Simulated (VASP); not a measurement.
Write the native input for VASP 6.6.1 that does the following.

| Item | Value |
| --- | --- |
| Task | single point |
| Functional | revPBE |
| Potentials or basis | VASP PAW PBE potentials, release 64 (P) |
| Cutoff | 520 eV |
| k mesh | 12 × 12 × 11 |
| Occupations | fermi-dirac, width 0.1 eV |
| Spin | no spin polarisation |
| Dipole correction | no |
| Further INCAR settings | ALGO = Normal; EDIFF = 1e-06; NBANDS = 12 |

The structure of P lies in POSCAR:

```
P
1.0
    3.1630581122      0.0000000000      0.0000000000
   -1.5815290561      2.7392886788      0.0000000000
    0.0000000000      0.0000000000      3.1041076159
P
2
Direct
    0.3333333333      0.6666666667      0.2500000000
    0.6666666667      0.3333333333      0.7500000000
```

This cell differs from its parent crystal: volume scaled by 0.88.

One way to write it, as run:

INCAR

```
PREC     = Accurate       # precision mode
ENCUT    = 520            # plane-wave cutoff, eV
EDIFF    = 1E-6           # SCF threshold, eV
ISMEAR   = -1             # smearing method
SIGMA    = 0.1            # smearing width, eV
LREAL    = False          # projectors in reciprocal space
LASPH    = True           # aspherical terms in the spheres
NELM     = 60             # most SCF steps
ALGO     = Normal         # electronic algorithm
ISIF     = 2              # what is computed and relaxed
LWAVE    = False          # write WAVECAR
LCHARG   = False          # write CHGCAR
GGA      = RE             # functional
NBANDS   = 12             # bands
```

KPOINTS

```
regular mesh
0
Gamma
  12 12 11
```

Potentials or basis: VASP PAW PBE potentials, release 64 (P).

The run is started by

```bash
$ cat potpaw_PBE.64/P/POTCAR > POTCAR
$ mpirun -np 1 vasp_std > vasp.out
```

Results of the run:

```
Pressure               : 14.2 GPa
Band gap on the k mesh : zero (band 5 reaches 13.38 eV, above the bottom of band 6 at 6.94 eV)
```

Caveat: the PAW data sets were made with another functional, which shifts forces and pressure a little.

It took 16 s on 1 thread of AMD EPYC 7R13 Processor (Zen 3), on a shared host, peak memory 0.12 GiB.
